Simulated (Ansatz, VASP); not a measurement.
## Two plane-wave programs on La

```xyz
1
Lattice="-1.6204 1.6204 1.6204 1.6204 -1.6204 1.6204 1.6204 1.6204 -1.6204" Properties=species:S:1:pos:R:3 pbc="T T T"
La    0.0000    0.0000    0.0000
```

Change from the starting cell: volume scaled by 0.45, PAW files.

Alike in both runs: task single point; functional PBE; k mesh 13 × 13 × 13; occupations fermi-dirac, width 0.08 eV; no spin polarisation.

|  | VASP | Ansatz |
| --- | --- | --- |
| version | VASP 6.6.1 | Ansatz 0.2.0 |
| potentials or method | VASP PAW PBE potentials, release 64 (La) | PAW with Ansatz's default frozen-core files, scalar-relativistic |
| plane-wave cutoff (eV) | 520 | 420 |
| valence electrons in the cell | 11 | 11 |

VASP gave:

| Quantity | Value |
| --- | --- |
| pressure (GPa) | 91.9 |

What did Ansatz give for the same quantities?

Pressure (GPa): 91.8.

Both programs put the cell under a high pressure, so it lies far from rest at this level.

Neither program's run includes spin-orbit coupling. Noted on VASP's run: the cell as given lies far from equilibrium.
